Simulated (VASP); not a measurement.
**Ba3Lu: single point with PBE**

Crystal: Ba3Lu.

```xyz
4
Lattice="5.8713 0.0000 0.0000 0.0000 5.8713 0.0000 0.0000 0.0000 5.8713" Properties=species:S:1:pos:R:3 pbc="T T T"
Ba    0.0000    2.9357    2.9357
Ba    2.9357    0.0000    2.9357
Ba    2.9357    2.9357    0.0000
Lu    0.0000    0.0000    0.0000
```

```yaml
Program: VASP 6.6.1
Task: single point
Functional: PBE
Potentials_or_basis: VASP PAW PBE potentials, release 64 (Ba_sv, Lu)
Cutoff: 600 eV
k_mesh: 8 × 8 × 8
Occupations: gaussian, width 0.1 eV
Spin: no spin polarisation
```

- Pressure: 0.1 GPa
- Band gap on the k mesh: zero (an odd number of electrons rules out a gap without spin polarisation)

Levels at points of the mesh, in eV from the Fermi level:
| k point | band 25 | band 26 | band 27 | band 28 | band 29 | band 30 |
| --- | --- | --- | --- | --- | --- | --- |
| (0.00, 0.00, 0.00) | -1.39 | -0.92 | -0.92 | -0.35 | -0.35 | -0.35 |
| (0.50, 0.00, 0.00) | -1.65 | -0.34 | -0.08 | 0.36 | 0.42 | 0.42 |
| (0.50, 0.50, 0.00) | -0.73 | -0.73 | -0.22 | 0.13 | 0.72 | 0.76 |
| (0.50, 0.50, 0.50) | -0.93 | -0.93 | -0.93 | 0.85 | 0.85 | 0.85 |

Run time: 8.7 min on 1 thread of Intel Xeon 8259CL, with other jobs on the host, peak memory 0.51 GiB.

Caveat: spin-orbit coupling is left out, which moves the levels of the heavy elements.
